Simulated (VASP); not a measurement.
## Ga: single point with PBE

Ga:

```xyz
1
Lattice="2.7227 0.0000 0.0000 0.0000 2.7227 0.0000 0.0000 0.0000 2.7227" Properties=species:S:1:pos:R:3 pbc="T T T"
Ga    0.0000    0.0000    0.0000
```

| Property | Result |
| --- | --- |
| Program | VASP 6.6.1 |
| Task | single point |
| Functional | PBE |
| Potentials or basis | VASP PAW PBE potentials, release 64 (Ga_d) |
| Cutoff | 520 eV |
| k mesh | 15 × 15 × 15 |
| Occupations | fermi-dirac, width 0.05 eV |
| Spin | no spin polarisation |
| Dipole correction | no |
| Further INCAR settings | ALGO = Normal; EDIFF = 1e-06; NBANDS = 12 |

* Pressure: 0.1 GPa

Levels at points of the mesh, in eV from the Fermi level:
```csv
k point,band 4,band 5,band 6,band 7,band 8,band 9
"(0.00, 0.00, 0.00)",-14.52,-14.52,-10.44,8.98,8.98,8.98
```

It took 6.2 s on 1 thread of Intel(R) Xeon(R) 6975P-C (Granite Rapids), with other jobs on the host, peak memory 0.14 GiB.
